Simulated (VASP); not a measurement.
# Al9H in VASP: a series of runs

Al9H is run at these levels: PBE; tasks: single point.

All numbers are computed with VASP 6.6.1; they aren't measurements. Logs are shortened: lines on timing, memory, paths and dates and some standing lists are left out, and cuts for length are marked.

### 1 The cell of the first run

The cell holds a slab with vacuum, 10 atoms: a = 2.854 Å, b = 9.808 Å, c = 21.790 Å, α = 90.00°, β = 90.00°, γ = 98.37°.

### 2 Single point, PBE

Input file INCAR:

```
SYSTEM = Al9H
ALGO = Normal
DIPOL = 0.5 0.5 0.321
EDIFF = 1E-6
ENCUT = 520
GGA = PE
IDIPOL = 3
ISIF = 2
ISMEAR = 0
LASPH = .True.
LCHARG = .True.
LDIPOL = .True.
LELF = .True.
LREAL = .False.
LVACPOTAV = .True.
LVHAR = .True.
LWAVE = .False.
NBANDS = 25
NELM = 80
PREC = Accurate
SIGMA = 0.1
```

Input file KPOINTS:

```
k-points
0
Gamma
  9 3 1
  0 0 0
```

Input file POSCAR:

```
Al9H
1.0
    2.8543223330      0.0000000000      0.0000000000
   -1.4271611665      9.7033329366      0.0000000000
    0.0000000000      0.0000000000     21.7902708969
Al H
9 1
Direct
    0.5324485604      0.0648971207      0.1835681630
    0.6709687938      0.3419375876      0.2292758741
    0.2986728405      0.5973456810      0.2384174163
    0.9263768872      0.8527537744      0.2475589585
    0.0639738222      0.1277383808      0.2937147080
    0.1995905480      0.4042696935      0.3452583266
    0.8288544886      0.6597110299      0.3524478004
    0.4526361687      0.9111292155      0.3607640453
    0.5925232094      0.1814597089      0.4034034702
    1.0925232094      0.6814597089      0.5534704435
```

Potentials or basis: VASP PAW PBE potentials, release 64 (Al, H).

Command:

```bash
$ cat potpaw_PBE.64/Al/POTCAR potpaw_PBE.64/H/POTCAR > POTCAR
$ mpirun -np 1 vasp_std > vasp.out
```

OUTCAR:

```text
SYSTEM = Al9H
   EDIFF = 1E-6
   ENCUT = 520
   GGA = PE
   ISIF = 2
   ISMEAR = 0
   LASPH = .True.
   LREAL = .False.
   NELM = 80
   PREC = Accurate

 ion  position               nearest neighbor table
   1  0.532  0.065  0.184-   5 2.86   5 2.86   2 2.87   4 2.87   4 2.87
   2  0.671  0.342  0.229-   1 2.87   3 2.87   3 2.87   5 2.89   5 2.89   6 2.96   6 2.97
   3  0.299  0.597  0.238-   4 2.87   4 2.87   2 2.87   2 2.87   7 2.93   7 2.93   6 2.99
   4  0.926  0.853  0.248-   5 2.85   3 2.87   3 2.87   1 2.87   1 2.87   8 2.90   8 2.91   7 2.96

   5  0.064  0.128  0.294-   9 2.83   9 2.83   4 2.85   1 2.86   1 2.86   2 2.89   2 2.89   6 2.91
                             8 2.93   8 2.93
   6  0.200  0.404  0.345-   7 2.86   7 2.87   9 2.88   9 2.89   5 2.91   2 2.96   2 2.97   3 2.99

   7  0.829  0.660  0.352-   8 2.83   8 2.83   6 2.86   6 2.87   3 2.93   3 2.93   4 2.96
   8  0.453  0.911  0.361-   9 2.78   7 2.83   7 2.83   4 2.90   4 2.91   5 2.93   5 2.93
   9  0.593  0.181  0.403-   8 2.78   5 2.83   5 2.83   6 2.88   6 2.89
  10  0.093  0.681  0.553-

  LATTYP: Found a base centered orthorhombic cell.
 ALAT       =     2.8543223330
 B/A-ratio  =     6.7990449603
 C/A-ratio  =     7.6341311018

  Lattice vectors:

 A1 = (   1.4271611665,  -9.7033329366,   0.0000000000)
 A2 = (   1.4271611665,   9.7033329366,   0.0000000000)
 A3 = (   0.0000000000,   0.0000000000,  21.7902708969)

Analysis of symmetry for initial positions (statically):
=====================================================================
 Subroutine PRICEL returns:
 Original cell was already a primitive cell.

 Routine SETGRP: Setting up the symmetry group for a
 base centered orthorhombic supercell.

 Subroutine GETGRP returns: Found  1 space group operations
 (whereof  1 operations were pure point group operations)
 out of a pool of  8 trial point group operations.

The static configuration has the point symmetry C_1 .

Analysis of symmetry for dynamics (positions and initial velocities):
=====================================================================
 Subroutine PRICEL returns:
 Original cell was already a primitive cell.

 Routine SETGRP: Setting up the symmetry group for a
 base centered orthorhombic supercell.

 Subroutine GETGRP returns: Found  1 space group operations
 (whereof  1 operations were pure point group operations)
 out of a pool of  8 trial point group operations.

The dynamic configuration has the point symmetry C_1 .

 Subroutine INISYM returns: Found  1 space group operations
 (whereof  1 operations are pure point group operations),
 and found     1 'primitive' translations

----------------------------------------------------------------------------------------

                                     Primitive cell

  volume of cell :     603.5129

  direct lattice vectors                    reciprocal lattice vectors
     2.854322333  0.000000000  0.000000000     0.350345856  0.051528686  0.000000000
    -1.427161166  9.703332937  0.000000000     0.000000000  0.103057373  0.000000000
     0.000000000  0.000000000 21.790270897     0.000000000  0.000000000  0.045892041

  length of vectors
     2.854322333  9.807724460 21.790270897     0.354114987  0.103057373  0.045892041

  position of ions in fractional coordinates (direct lattice)
     0.532448560  0.064897121  0.183568163
     0.670968794  0.341937588  0.229275874
     0.298672840  0.597345681  0.238417416
     0.926376887  0.852753774  0.247558959
     0.063973822  0.127738381  0.293714708
     0.199590548  0.404269693  0.345258327
     0.828854489  0.659711030  0.352447800
     0.452636169  0.911129215  0.360764045
     0.592523209  0.181459709  0.403403470
     0.092523209  0.681459709  0.553470443

  ion indices of the primitive-cell ions
   primitive index   ion index
                 1           1
                 2           2
                 3           3
                 4           4
                 5           5
                 6           6
                 7           7
                 8           8
                 9           9
[... 39 lines left out ...]
|                                                                             |
 -----------------------------------------------------------------------------

 WARNING: IBZKPT: internal override: KBLOWUP is changed to .FALSE.
      ... skipping the blow-up phase ...

 Subroutine IBZKPT returns following result:
 ===========================================

 Found     14 irreducible k-points:

 Following reciprocal coordinates:
            Coordinates               Weight
  0.000000  0.000000  0.000000      1.000000
  0.111111  0.000000  0.000000      2.000000
  0.222222  0.000000  0.000000      2.000000
  0.333333 -0.000000  0.000000      2.000000
  0.444444  0.000000  0.000000      2.000000
  0.000000  0.333333  0.000000      2.000000
  0.111111  0.333333  0.000000      2.000000
  0.222222  0.333333  0.000000      2.000000
  0.333333  0.333333  0.000000      2.000000
  0.444444  0.333333  0.000000      2.000000
 -0.444444  0.333333  0.000000      2.000000
 -0.333333  0.333333  0.000000      2.000000
 -0.222222  0.333333  0.000000      2.000000
 -0.111111  0.333333  0.000000      2.000000
   k-points           NKPTS =     14   k-points in BZ     NKDIM =     14   number of bands    NBANDS=     25
   number of dos      NEDOS =    301   number of ions     NIONS =     10
   total plane-waves  NPLWV = 311040
   dimension x,y,z NGX =    24 NGY =   80 NGZ =  162
   dimension x,y,z NGXF=    48 NGYF=  160 NGZF=  324
   ions per type =               9   1
   NGX,Y,Z   is equivalent  to a cutoff of  13.98, 13.56, 12.36 a.u.
   NGXF,Y,Z  is equivalent  to a cutoff of  27.96, 27.12, 24.72 a.u.
 SYSTEM =  Al9H
   PREC   = accura    normal or accurate (medium, high low for compatibility)
   ISTART =      0    job   : 0-new  1-cont  2-samecut
   ICHARG =      2    charge: 1-file 2-atom 10-const
   ISPIN  =      1    spin polarized calculation?
   LNONCOLLINEAR =      F non collinear calculations
   LSORBIT =      F    spin-orbit coupling
   LASPH  =      T    aspherical Exc in radial PAW
   ENCUT  =  520.0 eV  38.22 Ry    6.18 a.u.   5.31 18.24 40.52*2*pi/ulx,y,z
   NELM   =     80;   NELMIN=  2; NELMDL= -5     # of ELM steps
   EDIFF  = 0.1E-05   stopping-criterion for ELM
   LREAL  =      F    real-space projection
   EDIFFG = 0.1E-04   stopping-criterion for IOM
   NSW    =      0    number of steps for IOM
   IBRION =     -1    ionic relax: 0-MD 1-quasi-New 2-CG
   NFREE  =      0    steps in history (QN), initial steepest desc. (CG)
   ISIF   =      2    stress and relaxation
   ISYM   =      2    0-nonsym 1-usesym 2-fastsym
   POTIM  = 0.5000    time-step for ionic-motion
   TEBEG  =    0.0;   TEEND  =   0.0 temperature during run
   PSTRESS=    0.0 pullay stress
   NELECT =      28.0000    total number of electrons
   NUPDOWN=      -1.0000    fix difference up-down
   EMIN   =  10.00;   EMAX   =-10.00  energy-range for DOS
   EFERMI =   0.00;   METHOD = LEGACY
   ISMEAR =     0;   SIGMA  =   0.10  broadening in eV -4-tet -1-fermi 0-gaus
   EFERMI_NEDOS =   21; number of points for ismear=-14 and -15
   IALGO  =     38    algorithm
   IMIX   =      4    mixing-type and parameters
     AMIX     =   0.40;   BMIX     =  1.00
     AMIX_MAG =   1.60;   BMIX_MAG =  1.00
  volume/ion in A,a.u.               =      60.35       407.27
  Fermi-wavevector in a.u.,A,eV,Ry     =   0.588255  1.111640  4.708207  0.346043
  Thomas-Fermi vector in A             =   1.635447
   LORBIT       =      0    0 simple, 1 ext, 2 COOP (PROOUT), +10 PAW based schemes
   GGA     = PE    functional components
   LHFCALC =     F    Hartree Fock is set to
   AEXX    =    0.0000 exact exchange contribution
   IVDW    =     0    specifies the selected vdW correction
   LEPSILON=     F    determine dielectric tensor
   LRPA    =     F    only Hartree local field effects (RPA)
 non-spin polarized calculation
 Gauss-broadening in eV      SIGMA  =   0.10
  energy-cutoff  :      520.00
  volume of cell :      603.51
 maximum number of plane-waves:     16329
 NGX is ok and might be reduce to    24
   NGX = 11   NGY = 37   NGZ = 81

 dipolmoment           0.000000      0.000000     -0.000004 electrons x Angstroem

 number of electron      28.0000000 magnetization

 dipolmoment           0.000000      0.000000      0.268794 electrons x Angstroem

 Free energy of the ion-electron system (eV)
  ---------------------------------------------------
  ext. energy  EPLUGINS =         0.00000000
  ---------------------------------------------------
  free energy    TOTEN  =       -31.33404189 eV

  energy without entropy =      -31.31470715  energy(sigma->0) =      -31.32437452

 E-fermi :  -1.6110     XC(G=0):  -3.7002

 val. band max:       -1.6450446145   @ k =   0.4444   0.0000   0.0000
 cond. band min:      -1.5641619393   @ k =  -0.3333   0.3333   0.0000
 fundamental gap:      0.0808826752
 Fermi energy:        -1.6110129538

 k-point     1 :       0.0000    0.0000    0.0000
  band No.  band energies     occupation
      1     -11.6607      2.00000
      2     -10.1179      2.00000
      3     -10.0008      2.00000
      4      -9.3737      2.00000
      5      -7.5271      2.00000
      6      -7.5041      2.00000
[... 381 lines left out ...]
     24       2.7692      0.00000
     25       2.8487      0.00000

------------------------ aborting loop because EDIFF is reached ----------------------------------------

  FORCE on cell =-STRESS in cart. coord.  units (eV):
  Direction    XX          YY          ZZ          XY          YZ          ZX
  --------------------------------------------------------------------------------------
  -------------------------------------------------------------------------------------
  Total       -7.8628069     -5.8877861     -0.2759325      1.0006359     -0.5342058     -0.0303208
  in kB      -20.8738047    -15.6306135     -0.7325324      2.6564404     -1.4181841     -0.0804941
  external PRESSURE =     -12.4123169 kB  Pullay stress =       0.0000000 kB

 VOLUME and BASIS-vectors are now :
 -----------------------------------------------------------------------------
  energy-cutoff  :      520.00
  volume of cell :      603.51
      direct lattice vectors                 reciprocal lattice vectors
     2.854322333  0.000000000  0.000000000     0.350345856  0.051528686  0.000000000
    -1.427161166  9.703332937  0.000000000     0.000000000  0.103057373  0.000000000
     0.000000000  0.000000000 21.790270897     0.000000000  0.000000000  0.045892041

 POSITION                                       TOTAL-FORCE (eV/Angst)
 -----------------------------------------------------------------------------------
      1.42716      0.62972      4.00000         0.008295      0.175159      0.119190
      1.42716      3.31793      4.99598         0.002634      0.073836     -0.015030
     -0.00000      5.79624      5.19518        -0.005974     -0.000515      0.003845
      1.42716      8.27455      5.39438        -0.004535     -0.178005     -0.198124
      0.00030      1.23949      6.40012        -0.002445      0.020391     -0.028497
     -0.00726      3.92276      7.52327         0.013770      0.096101      0.052867
      1.42430      6.40140      7.67993         0.002223     -0.116626      0.060419
     -0.00836      8.84099      7.86115        -0.000283     -0.030578      0.109229
      1.43228      1.76076      8.79027        -0.012558     -0.037404     -0.027138
     -0.70846      6.61243     12.06027        -0.001127     -0.002358     -0.076762
 -----------------------------------------------------------------------------------
    total drift:                                0.000008      0.000025     -0.000033

  FREE ENERGIE OF THE ION-ELECTRON SYSTEM (eV)
  ---------------------------------------------------
  free  energy   TOTEN  =       -31.3340418880 eV

  energy  without entropy=      -31.3147071522  energy(sigma->0) =      -31.32437452

 vacuum level on the upper side and lower side of the slab         4.293         2.537
```

Wall time 6.1 min (1 thread of AMD EPYC 7R13 (Zen 3), shared host); peak memory 0.7 GiB.

What came out:

```yaml
Free_energy: -31.3340 eV
Largest_force: 0.266 eV/Å
Band_gap_on_the_k_mesh: zero (bands 14 and 15 overlap by 1.19 eV)
```

Forces on the atoms (eV/Å):
```
Al   0.008  0.175  0.119
Al   0.003  0.074 -0.015
Al  -0.006 -0.001  0.004
Al  -0.005 -0.178 -0.198
Al  -0.002  0.020 -0.028
Al   0.014  0.096  0.053
Al   0.002 -0.117  0.060
Al   0.000 -0.031  0.109
Al  -0.013 -0.037 -0.027
H   -0.001 -0.002 -0.077
```

### 3 Single point, PBE

Input file INCAR:

```
ALGO     = Normal         # electronic algorithm
DIPOL    = 0.5 0.5 0.304
EDIFF    = 1E-6           # SCF threshold, eV
ENCUT    = 520            # plane-wave cutoff, eV
GGA      = PE             # functional
IDIPOL   = 3            
ISIF     = 2              # what is computed and relaxed
ISMEAR   = 0              # smearing method
LASPH    = T              # aspherical terms in the spheres
LCHARG   = F              # write CHGCAR
LDIPOL   = T            
LREAL    = F              # projectors in reciprocal space
LWAVE    = F              # write WAVECAR
NBANDS   = 25             # bands
NELM     = 80             # most SCF steps
PREC     = Accurate       # precision mode
SIGMA    = 0.1            # smearing width, eV
```

Input file KPOINTS:

```
k-points
0
Gamma
  9 3 1
```

Changes to POSCAR since step 2:

```diff
@@ -17,2 +17,2 @@
     0.5925232094      0.1814597089      0.4034034702
-    1.0925232094      0.6814597089      0.5534704435
+    1.2175232094      0.8064597089      0.3896358580
```

Potentials or basis: VASP PAW PBE potentials, release 64 (Al, H).

Command:

```bash
$ cat potpaw_PBE.64/Al/POTCAR potpaw_PBE.64/H/POTCAR > POTCAR
$ mpirun -np 1 vasp_std > vasp.out
```

Run time: 5.6 min. Hardware: 1 thread of AMD EPYC 7R13 (Zen 3), shared host; peak memory 0.7 GiB.

It converged, with:

| Quantity | Value |
| --- | --- |
| Free energy | -32.3237 eV |
| Largest force | 7.747 eV/Å |
| Band gap on the k mesh | zero (bands 14 and 15 overlap by 0.66 eV) |

Forces on the atoms (eV/Å):
```
Al   0.046  0.086  0.170
Al  -0.002  0.275 -0.026
Al  -0.045 -0.082  0.059
Al  -0.049 -0.162 -0.059
Al   0.036 -0.051 -0.058
Al  -0.002  0.134  0.069
Al   0.183 -0.814 -0.476
Al   2.664  6.200 -3.806
Al  -0.011 -0.034 -0.018
H   -2.819 -5.550  4.144
```

Levels at points of the mesh, in eV from the Fermi level:
| k point | band 10 | band 11 | band 12 | band 13 | band 14 | band 15 | band 16 | band 17 | band 18 | band 19 |
| --- | --- | --- | --- | --- | --- | --- | --- | --- | --- | --- |
| (0.00, 0.00, 0.00) | -2.98 | -2.19 | -1.67 | -1.57 | -1.36 | 0.74 | 1.57 | 1.86 | 2.07 | 2.42 |

The gap in the log of VASP goes by the Fermi energy; the results here count the filled bands.